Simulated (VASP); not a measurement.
Set up this calculation in VASP 6.6.1, as the native input.

| Item | Value |
| --- | --- |
| Task | single point |
| Functional | r2SCAN |
| Potentials or basis | VASP PAW PBE potentials, release 64 (Mg) |
| Cutoff | 660 eV |
| k mesh | 13 × 13 × 13 |
| Occupations | fermi-dirac, width 0.1 eV |
| Spin | no spin polarisation |
| Dipole correction | no |
| Further INCAR settings | ALGO = Normal; EDIFF = 1e-06; NBANDS = 7 |

Crystal: Mg.

```
Mg
1.0
    -1.47650    1.47650    1.47650
     1.47650   -1.47650    1.47650
     1.47650    1.47650   -1.47650
Mg
1
Cartesian
  0.0000 0.0000 0.0000
```

This isn't the form of Mg at room conditions, which is hcp.

One way to write it, as run:

POSCAR

```
Mg
1.0
   -1.4765000000      1.4765000000      1.4765000000
    1.4765000000     -1.4765000000      1.4765000000
    1.4765000000      1.4765000000     -1.4765000000
Mg
1
Direct
    0.0000000000      0.0000000000      0.0000000000
```

INCAR.step1

```
SYSTEM = Mg
PREC = Accurate
ENCUT = 660
ISMEAR = -1
SIGMA = 0.1
LREAL = .FALSE.
LASPH = .TRUE.
NELM = 120
NBANDS = 7
GGA = PE
ALGO = Normal
EDIFF = 1E-5
LWAVE = .TRUE.
LCHARG = .FALSE.
GGA_COMPAT = .FALSE.
```

INCAR.step2

```
SYSTEM = Mg
PREC = Accurate
ENCUT = 660
EDIFF = 1E-6
ISMEAR = -1
SIGMA = 0.1
LREAL = .FALSE.
LASPH = .TRUE.
NELM = 120
ALGO = Normal
ISIF = 2
LWAVE = .FALSE.
LCHARG = .FALSE.
METAGGA = R2SCAN
LMIXTAU = .TRUE.
NBANDS = 7
ISTART = 1
GGA_COMPAT = .FALSE.
```

KPOINTS

```
regular mesh
0
G
  13 13 13
  0 0 0
```

Potentials or basis: VASP PAW PBE potentials, release 64 (Mg).

Command:

```sh
$ cat potpaw_PBE.64/Mg/POTCAR > POTCAR
$ cp INCAR.step1 INCAR
$ mpirun -np 1 vasp_std > vasp.out
$ cp INCAR.step2 INCAR
$ mpirun -np 1 vasp_std > vasp.out
```

Results of the run:

```json
{
  "Pressure": "63.3 GPa",
  "Band gap on the k mesh": "zero (bands 1 and 2 overlap by 3.74 eV)"
}
```

Caveat: the cell stands under pressure; the PAW data sets were made with another functional, which shifts forces and pressure a little.

Run time: 23 s on 1 thread of Intel(R) Xeon(R) Platinum 8259CL CPU @ 2.50GHz (Skylake/Cascade Lake) (shared host), peak memory 0.15 GiB.
